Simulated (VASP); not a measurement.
Write the native input for VASP 6.6.1 that does the following.

- Task: single point
- Functional: LDA
- Potentials or basis: VASP PAW LDA potentials, release 64 (Sn_d, O)
- Cutoff: 520 eV
- k mesh: 6 × 6 × 8
- Occupations: gaussian, width 0.05 eV
- Spin: no spin polarisation
- Dipole correction: no
- Further INCAR settings: ALGO = Normal; EDIFF = 1e-06; NBANDS = 35

The structure of SnO2 lies in POSCAR:

```
SnO2
1.0
    4.7201335122      0.0000000000      0.0000000000
    0.0000000000      4.7206343096      0.0000000000
    0.0000000000      0.0000000000      3.1888226875
Sn O
2 4
Direct
    0.4934944068      0.4924863052      0.5000000000
    0.0065189374     -0.0075252158      0.0000000000
    0.2416241765      0.3743785209      0.0000000000
    0.7897133960      0.1814146248      0.5000000000
    0.2583263175      0.8743359079      0.5000000000
    0.7102370980      0.6814572378      0.0000000000
```

This cell differs from its parent crystal: atoms displaced along several vibrational modes.

One way to write it, as run:

INCAR

```
  PREC = Accurate
  ENCUT = 520
  EDIFF = 1E-6
  ISMEAR = 0
  SIGMA = 0.05
  LREAL = F
  LASPH = T
  NELM = 80
  ALGO = Normal
  ISIF = 2
  LWAVE = F
  LCHARG = F
  NBANDS = 35
```

KPOINTS

```
Automatic mesh
0
Gamma
  6 6 8
```

Potentials or basis: VASP PAW LDA potentials, release 64 (Sn_d, O).

Command:

```bash
$ cat potpaw_LDA.64/Sn_d/POTCAR potpaw_LDA.64/O/POTCAR > POTCAR
$ mpirun -np 1 vasp_std > vasp.out
```

Results of the run:

| Item | Value |
| --- | --- |
| Pressure | -3.2 GPa |
| Largest force | 0.802 eV/Å |
| Band gap on the k mesh | 1.38 eV (least direct gap 1.38 eV) |

Caveat: the cell differs from its parent crystal (atoms displaced along several vibrational modes); the cell stands under tension; spin-orbit coupling is left out, which moves the levels of the heavy elements.

It took 84 s on 1 thread of AMD EPYC 9R45 96-Core Processor (Zen 5), on a shared host, peak memory 0.26 GiB.
